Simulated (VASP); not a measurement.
# LiRu12 (a cell with a defect) in VASP: relaxation of the atoms with r2SCAN+D3(BJ)

Aim: the relaxation of the atoms of LiRu12 (a cell with a defect) with r2SCAN+D3(BJ).

Program: VASP 6.6.1. These are calculated values, not measurements. Logs are shortened: lines on timing, memory, paths and dates and some standing lists are left out, and cuts for length are marked.

## 1. The cell of the first run

The cell holds a defect, 13 atoms: a = 5.400 Å, b = 8.100 Å, c = 4.277 Å, α = 90.00°, β = 90.00°, γ = 120.00°.

## 2. Relaxation of the atoms, r2SCAN+D3(BJ)

Input file POSCAR:

```
LiRu12
1.0
    5.4000000000      0.0000000000      0.0000000000
   -4.0500000000      7.0148060000      0.0000000000
    0.0000000000      0.0000000000      4.2768000000
Ru Li
12 1
Direct
    0.0000000000      0.0000000000      0.0000000000
    0.1666667000      0.2222222000      0.5000000000
    0.0000000000      0.3333333000      0.0000000000
    0.1666667000      0.5555556000      0.5000000000
    0.0000000000      0.6666667000      0.0000000000
    0.1666667000      0.8888889000      0.5000000000
    0.5000000000      0.0000000000      0.0000000000
    0.6666667000      0.2222222000      0.5000000000
    0.5000000000      0.3333333000      0.0000000000
    0.6666667000      0.5555556000      0.5000000000
    0.5000000000      0.6666667000      0.0000000000
    0.6666667000      0.8888889000      0.5000000000
    0.3228223000      0.1061772000      0.7479272000
```

Input file INCAR.step1:

```
SYSTEM = LiRu12
PREC = Accurate ; ENCUT = 520
ISMEAR = -1 ; SIGMA = 0.1
LREAL = .FALSE. ; LASPH = .TRUE.
NELM = 100 ; GGA = PE
ALGO = Normal ; EDIFF = 1E-4
LWAVE = .TRUE. ; LCHARG = .FALSE.
KPAR = 4
```

Input file INCAR.step2:

```
SYSTEM = LiRu12
PREC = Accurate ; ENCUT = 520
EDIFF = 1E-7 ; ISMEAR = -1
SIGMA = 0.1 ; LREAL = .FALSE.
LASPH = .TRUE. ; NELM = 100
ALGO = Normal ; ISIF = 2
LWAVE = .FALSE. ; LCHARG = .FALSE.
METAGGA = R2SCAN ; LMIXTAU = .TRUE.
IVDW = 12 ; VDW_S6 = 1.0
VDW_S8 = 0.78981345 ; VDW_A1 = 0.49484001
VDW_A2 = 5.73083694 ; IBRION = 2
NSW = 45 ; EDIFFG = -0.08
ISTART = 1 ; KPAR = 4
```

Input file KPOINTS:

```
Automatic mesh
0
G
  2 2 3
  0 0 0
```

Potentials or basis: VASP PAW PBE potentials, release 64 (Ru_pv, Li_sv).

Started as:

```console
cat potpaw_PBE.64/Ru_pv/POTCAR potpaw_PBE.64/Li_sv/POTCAR > POTCAR
cp INCAR.step1 INCAR
mpirun -np 4 vasp_std > vasp.out
cp INCAR.step2 INCAR
mpirun -np 4 vasp_std > vasp.out
```

OUTCAR:

```text
SYSTEM = LiRu12
   PREC = Accurate
   ENCUT = 520
   EDIFF = 1E-7
   ISMEAR = -1
   LREAL = .FALSE.
   LASPH = .TRUE.
   NELM = 100
   ISIF = 2
   METAGGA = R2SCAN
   IVDW = 12
   IBRION = 2
   NSW = 45
   EDIFFG = -0.08
   ISTART = 1
 IVDW          = 12

 ion  position               nearest neighbor table
   1  0.000  0.000  0.000-  13 1.86  12 2.65  12 2.65   2 2.65   2 2.65   6 2.65   6 2.65   3 2.70
                             5 2.70   9 2.70  11 2.70   7 2.70   7 2.70
   2  0.167  0.222  0.500-  13 1.87   9 2.65   9 2.65   1 2.65   1 2.65   3 2.65   3 2.65   6 2.70
                            12 2.70   8 2.70   8 2.70  10 2.70   4 2.70
   3  0.000  0.333  0.000-   8 2.65   8 2.65   2 2.65   2 2.65   4 2.65   4 2.65   1 2.70   7 2.70
                             9 2.70   9 2.70  11 2.70   5 2.70
   4  0.167  0.556  0.500-  11 2.65  11 2.65   5 2.65   5 2.65   3 2.65   3 2.65   6 2.70  12 2.70
                            10 2.70  10 2.70   8 2.70   2 2.70
   5  0.000  0.667  0.000-  10 2.65  10 2.65   6 2.65   6 2.65   4 2.65   4 2.65   1 2.70   7 2.70
                            11 2.70  11 2.70   9 2.70   3 2.70
   6  0.167  0.889  0.500-  13 1.86   7 2.65   7 2.65   5 2.65   5 2.65   1 2.65   1 2.65   2 2.70
                             4 2.70   8 2.70  10 2.70  12 2.70  12 2.70
   7  0.500  0.000  0.000-  13 1.91   6 2.65   6 2.65   8 2.65   8 2.65  12 2.65  12 2.65  11 2.70
                             9 2.70   3 2.70   5 2.70   1 2.70   1 2.70
   8  0.667  0.222  0.500-  13 1.93   3 2.65   3 2.65   7 2.65   7 2.65   9 2.65   9 2.65  12 2.70
                             6 2.70   2 2.70   2 2.70   4 2.70  10 2.70
   9  0.500  0.333  0.000-  13 1.92   2 2.65   2 2.65   8 2.65   8 2.65  10 2.65  10 2.65   7 2.70
                             1 2.70   3 2.70   3 2.70   5 2.70  11 2.70
  10  0.667  0.556  0.500-   5 2.65   5 2.65  11 2.65  11 2.65   9 2.65   9 2.65  12 2.70   6 2.70
                             4 2.70   4 2.70   2 2.70   8 2.70
  11  0.500  0.667  0.000-   4 2.65   4 2.65  12 2.65  12 2.65  10 2.65  10 2.65   7 2.70   1 2.70
                             5 2.70   5 2.70   3 2.70   9 2.70
  12  0.667  0.889  0.500-   1 2.65   1 2.65  11 2.65  11 2.65   7 2.65   7 2.65   8 2.70  10 2.70
                             2 2.70   4 2.70   6 2.70   6 2.70
  13  0.323  0.106  0.748-   1 1.86   6 1.86   2 1.87   7 1.91   9 1.92   8 1.93

  LATTYP: Found a simple monoclinic cell.
 ALAT       =     5.4000000000
 B/A-ratio  =     0.7920000000
 C/A-ratio  =     1.3228756972
 COS(beta)  =    -0.1889822305

  Lattice vectors:

 A1 = (   5.4000000000,   0.0000000000,   0.0000000000)
 A2 = (   0.0000000000,   0.0000000000,   4.2768000000)
 A3 = (  -1.3500000000,  -7.0148060000,   0.0000000000)

Analysis of symmetry for initial positions (statically):
=====================================================================
 Subroutine PRICEL returns:
 Original cell was already a primitive cell.

 Routine SETGRP: Setting up the symmetry group for a
 simple monoclinic supercell.

 Subroutine GETGRP returns: Found  1 space group operations
 (whereof  1 operations were pure point group operations)
 out of a pool of  4 trial point group operations.

[... 111 lines left out ...]
   ISTART =      1    job   : 0-new  1-cont  2-samecut
   ICHARG =      0    charge: 1-file 2-atom 10-const
   ISPIN  =      1    spin polarized calculation?
   LNONCOLLINEAR =      F non collinear calculations
   LSORBIT =      F    spin-orbit coupling
   LASPH  =      T    aspherical Exc in radial PAW
   ENCUT  =  520.0 eV  38.22 Ry    6.18 a.u.  10.04 15.06  7.95*2*pi/ulx,y,z
   NELM   =    100;   NELMIN=  2; NELMDL=  0     # of ELM steps
   EDIFF  = 0.1E-06   stopping-criterion for ELM
   LREAL  =      F    real-space projection
   EDIFFG = -.8E-01   stopping-criterion for IOM
   NSW    =     45    number of steps for IOM
   IBRION =      2    ionic relax: 0-MD 1-quasi-New 2-CG
   NFREE  =      1    steps in history (QN), initial steepest desc. (CG)
   ISIF   =      2    stress and relaxation
   ISYM   =      2    0-nonsym 1-usesym 2-fastsym
   POTIM  = 0.5000    time-step for ionic-motion
   TEBEG  =    0.0;   TEEND  =   0.0 temperature during run
   PSTRESS=    0.0 pullay stress
   NELECT =     171.0000    total number of electrons
   NUPDOWN=      -1.0000    fix difference up-down
   EMIN   =  10.00;   EMAX   =-10.00  energy-range for DOS
   EFERMI =   0.00;   METHOD = LEGACY
   ISMEAR =    -1;   SIGMA  =   0.10  broadening in eV -4-tet -1-fermi 0-gaus
   EFERMI_NEDOS =   21; number of points for ismear=-14 and -15
   IALGO  =     38    algorithm
   IMIX   =      4    mixing-type and parameters
     AMIX     =   0.40;   BMIX     =  1.00
     AMIX_MAG =   1.60;   BMIX_MAG =  1.00
  volume/ion in A,a.u.               =      12.46        84.10
  Fermi-wavevector in a.u.,A,eV,Ry     =   1.666853  3.149896 37.802432  2.778400
  Thomas-Fermi vector in A             =   2.752977
   LORBIT       =      0    0 simple, 1 ext, 2 COOP (PROOUT), +10 PAW based schemes
   METAGGA = R2SCAN    functional components
   LHFCALC =     F    Hartree Fock is set to
   AEXX    =    0.0000 exact exchange contribution
   IVDW    =    12    specifies the selected vdW correction
   LEPSILON=     F    determine dielectric tensor
   LRPA    =     F    only Hartree local field effects (RPA)
 conjugate gradient relaxation of ions
 non-spin polarized calculation
  energy-cutoff  :      520.00
  volume of cell :      162.00
 maximum number of plane-waves:      4394
   NGX = 21   NGY = 31   NGZ = 15

--------------------------------------- Ionic step        1  -------------------------------------------

 number of electron     170.9999995 magnetization

 Free energy of the ion-electron system (eV)
  ---------------------------------------------------
  ext. energy  EPLUGINS =         0.00000000
  ---------------------------------------------------
  free energy    TOTEN  =      -300.69577203 eV

  energy without entropy =     -300.36444042  energy(sigma->0) =     -300.53010623

------------------------ aborting loop because EDIFF is reached ----------------------------------------

 Edisp (eV)   -3.90155

 E8    (eV) :    -1.4038
[... 348 lines left out ...]
--------------------------------------- Ionic step        8  -------------------------------------------

 number of electron     170.9999991 magnetization

 Free energy of the ion-electron system (eV)
  ---------------------------------------------------
  ext. energy  EPLUGINS =         0.00000000
  ---------------------------------------------------
  free energy    TOTEN  =      -302.93917317 eV

  energy without entropy =     -302.61818509  energy(sigma->0) =     -302.77867913

 E-fermi :  13.2184     XC(G=0): -15.5253

 val. band max:       13.2173297316   @ k =   0.5000   0.5000   0.3333
 cond. band min:      13.3061848217   @ k =   0.0000   0.5000   0.3333
 fundamental gap:      0.0888550902
 Fermi energy:        13.2184296928

 k-point     1 :       0.0000    0.0000    0.0000
  band No.  band energies     occupation
      1     -33.8600      2.00000
      2     -31.9980      2.00000
      3     -31.7600      2.00000
      4     -31.7496      2.00000
      5     -31.7189      2.00000
      6     -31.6921      2.00000
[... 789 lines left out ...]
     96      14.8551      0.00000
     97      14.9301      0.00000
 [bands above 97 left out]

------------------------ aborting loop because EDIFF is reached ----------------------------------------

 Edisp (eV)   -3.90176

 E8    (eV) :    -1.4039
[... 36 lines left out ...]
  FREE ENERGIE OF THE ION-ELECTRON SYSTEM (eV)
  ---------------------------------------------------
  free  energy   TOTEN  =      -306.8409362036 eV

  energy  without entropy=     -306.5199481240  energy(sigma->0) =     -306.68044216

 reached required accuracy - stopping structural energy minimisation
```

It took 15 min on 4 MPI ranks of Intel Xeon Platinum 8488C (Sapphire Rapids), shared host; peak memory 0.37 GiB.

What came out:

```
Free energy                  : -306.8409 eV
Energy gained by relaxing    : 172.6 meV/atom
Ionic steps                  : 8
Largest force after relaxing : 0.051 eV/Å
Band gap on the k mesh       : zero (an odd number of electrons rules out a gap without spin polarisation)
Dispersion energy per atom   : -0.300 eV
```

Forces on the atoms (eV/Å):
```
Ru   0.005 -0.016 -0.022
Ru   0.046 -0.011  0.005
Ru   0.004 -0.013 -0.045
Ru  -0.009 -0.011 -0.006
Ru  -0.009 -0.005  0.013
Ru  -0.024  0.016  0.031
Ru  -0.020 -0.030  0.015
Ru  -0.017  0.009 -0.011
Ru   0.000  0.005 -0.011
Ru  -0.004 -0.003 -0.004
Ru  -0.001  0.005  0.009
Ru  -0.005  0.015  0.029
Li   0.034  0.037 -0.002
```

The path:
```csv
step,energy change (eV),largest force (eV/Å),pressure (GPa)
1,0.0000,5.2450,17.46
2,-1.5274,3.2374,23.14
3,-2.0375,1.1920,17.64
4,-2.2207,0.2719,17.79
5,-2.2291,0.3627,17.99
6,-2.2416,0.1319,18.43
7,-2.2418,0.1371,18.37
8,-2.2436,0.0506,18.34
```

Final structure:
```
Ru Li
1.0
     5.40000    0.00000    0.00000
    -4.05000    7.01481    0.00000
     0.00000    0.00000    4.27680
Ru Li
12 1
Direct
  0.97230 0.98860 0.02735
  0.15492 0.23191 0.47292
  0.00420 0.33748 0.98488
  0.16671 0.55640 0.50958
  0.99850 0.66563 0.98652
  0.15156 0.86904 0.47127
  0.51111 0.99100 0.02608
  0.69250 0.23298 0.47512
  0.51416 0.35145 0.02705
  0.66700 0.55606 0.51241
  0.49892 0.66520 0.99011
  0.66112 0.88426 0.51566
  0.32983 0.10950 0.74897
```

Levels at points of the mesh, in eV from the Fermi level:
```csv
k point,band 82,band 83,band 84,band 85,band 86,band 87,band 88,band 89,band 90,band 91
"(0.00, 0.00, 0.00)",-0.06,-0.02,0.28,0.39,0.44,0.46,0.66,0.82,1.17,1.26
"(0.50, 0.00, 0.00)",-0.83,-0.79,-0.75,-0.49,-0.27,-0.13,-0.10,-0.09,0.50,0.70
"(0.00, 0.50, 0.00)",-1.34,-1.01,-0.99,-0.86,0.41,0.57,1.26,1.29,1.43,1.45
"(0.50, 0.50, 0.00)",-1.16,-1.10,-0.88,-0.46,-0.34,-0.29,0.20,0.24,0.77,0.80
```

Caveat: the k points lie up to 0.59 Å⁻¹ apart, too coarse for converged energies and pressures of a metal; the cutoff is under 1.25 times the usual one of these potentials, so pressure, stress and relaxed cells hold a basis-set (Pulay) error; the PAW data sets were made with another functional, which shifts forces and pressure a little; the relaxation stopped at a loose force limit of 0.08 eV/Å, so its end isn't a converged minimum.

The gap in the log of VASP goes by the Fermi energy; the results here count the filled bands.